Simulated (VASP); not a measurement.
Wanted: the native input for a VASP 6.6.1 run.

- Task: single point
- Functional: PBE
- Potentials or basis: VASP PAW PBE potentials, release 64 (Cl, Na_pv)
- Cutoff: 500 eV
- k mesh: 3 × 3 × 3
- Occupations: fermi-dirac, width 0.03 eV
- Spin: no spin polarisation
- Dipole correction: no
- Further INCAR settings: ALGO = Normal; EDIFF = 1e-06; NBANDS = 14

The structure of NaCl lies in POSCAR:

```
NaCl
1.0
    3.5021900000      0.0000000000      0.0000000000
    0.0000000000      3.5021900000      0.0000000000
    0.0000000000      0.0000000000      3.5021900000
Cl Na
1 1
Direct
    0.5000000000      0.5000000000      0.5000000000
    0.0000000000      0.0000000000      0.0000000000
```

These files were run (other wordings do the same):

INCAR

```
SYSTEM = NaCl
PREC = Accurate
ENCUT = 500
EDIFF = 1E-6
ISMEAR = -1
SIGMA = 0.03
LREAL = .FALSE.
LASPH = .TRUE.
NELM = 120
ALGO = Normal
ISIF = 2
LWAVE = .FALSE.
LCHARG = .TRUE.
GGA = PE
LELF = .TRUE.
LVHAR = .TRUE.
NBANDS = 14
GGA_COMPAT = .FALSE.
```

KPOINTS

```
Automatic mesh
0
G
  3 3 3
  0 0 0
```

Potentials or basis: VASP PAW PBE potentials, release 64 (Cl, Na_pv).

Launch:

```bash
$ cat potpaw_PBE.64/Cl/POTCAR potpaw_PBE.64/Na_pv/POTCAR > POTCAR
$ mpirun -np 1 vasp_std > vasp.out
```

Results of the run:

| Item | Value |
| --- | --- |
| Pressure | 0.5 GPa |
| Band gap on the k mesh | 4.08 eV (least direct gap 4.45 eV) |

Caveat: the k points lie up to 0.60 Å⁻¹ apart; an odd mesh through Γ misses points on the zone boundary, where band edges can lie.

Wall time 8 s on 1 thread of AMD EPYC 7R43 64-Core Processor (Zen 3) (shared host), peak memory 0.11 GiB.
